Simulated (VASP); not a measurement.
Input of a VASP 6.6.1 run:

File INCAR:

```
SYSTEM = SnO2
PREC     = Accurate       ! precision mode
ENCUT    = 520            ! plane-wave cutoff, eV
EDIFF    = 1E-6           ! SCF threshold, eV
ISMEAR   = 0              ! smearing method
SIGMA    = 0.05           ! smearing width, eV
LREAL    = .False.        ! projectors in reciprocal space
LASPH    = .True.         ! aspherical terms in the spheres
NELM     = 100            ! most SCF steps
ALGO     = Normal         ! electronic algorithm
ISIF     = 2              ! what is computed and relaxed
LWAVE    = .False.        ! write WAVECAR
LCHARG   = .False.        ! write CHGCAR
GGA      = PS             ! functional
NBANDS   = 20             ! bands
```

File KPOINTS:

```
Automatic mesh
0
Gamma
  12 12 12
  0 0 0
```

The input POSCAR:

```
SnO2
1.0
    1.6321500000      0.9423222419      4.6455666667
   -1.6321500000      0.9423222419      4.6455666667
    0.0000000000     -1.8846444837      4.6455666667
Sn O
1 2
Direct
    0.5000000000      0.5000000000      0.5000000000
    0.2414378084      0.2414378084      0.2414378084
    0.7585621916      0.7585621916      0.7585621916
```

Potentials or basis: VASP PAW PBE potentials, release 64 (Sn_d, O).

Launch:

```bash
$ cat potpaw_PBE.64/Sn_d/POTCAR potpaw_PBE.64/O/POTCAR > POTCAR
$ mpirun -np 1 vasp_std > vasp.out
```

Task: What does it give for the pressure?

Result: -9.4 GPa.

Task: Estimate the band gap on the k mesh.

Result: 1.47 eV (least direct gap 1.49 eV).

Forces in eV/Å, atoms in the order of the input:
```
Sn   0.000  0.000  0.000
O    0.000  0.000 -0.851
O    0.000  0.000  0.851
```

Caveat: the cell stands under tension; the PAW data sets were made with another functional, which shifts forces and pressure a little; spin-orbit coupling is left out, which moves the levels of the heavy elements. A k mesh can miss the band edges.
